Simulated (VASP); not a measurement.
Set up this calculation in VASP 6.6.1, as the native input.

```
Task                   : single point
Functional             : PBEsol
Potentials or basis    : VASP PAW PBE potentials, release 64 (Ca_sv, S)
Cutoff                 : 500 eV
k mesh                 : 8 × 8 × 8
Occupations            : gaussian, width 0.01 eV
Spin                   : no spin polarisation
Dipole correction      : no
Further INCAR settings : ALGO = Normal; EDIFF = 1e-06; NBANDS = 15
```

The structure of CaS lies in POSCAR:

```
CaS
1.0
    0.0000000000      2.8171705784      2.8171705784
    2.8171705784      0.0000000000      2.8171705784
    2.8171705784      2.8171705784      0.0000000000
Ca S
1 1
Direct
    0.0000000000      0.0000000000      0.0000000000
    0.5000000000      0.5000000000      0.5000000000
```

These files were run (other wordings do the same):

INCAR

```
ALGO = Normal
EDIFF = 1E-6
ENCUT = 500
GGA = PS
GGA_COMPAT = False
ISIF = 2
ISMEAR = 0
LASPH = True
LCHARG = False
LREAL = False
LWAVE = False
NBANDS = 15
NELM = 120
PREC = Accurate
SIGMA = 0.01
```

KPOINTS

```
k-points
0
Gamma
  8 8 8
```

Potentials or basis: VASP PAW PBE potentials, release 64 (Ca_sv, S).

Run with:

```console
$ cat potpaw_PBE.64/Ca_sv/POTCAR potpaw_PBE.64/S/POTCAR > POTCAR
$ mpirun -np 1 vasp_std > vasp.out
```

It gave:

```
Pressure               : 0.2 GPa
Band gap on the k mesh : 2.15 eV (least direct gap 3.00 eV)
```

Caveat: the PAW data sets were made with another functional, which shifts forces and pressure a little.

It took 12 s on 1 thread of AMD EPYC 7R13 Processor (Zen 3) (shared host), peak memory 0.14 GiB.
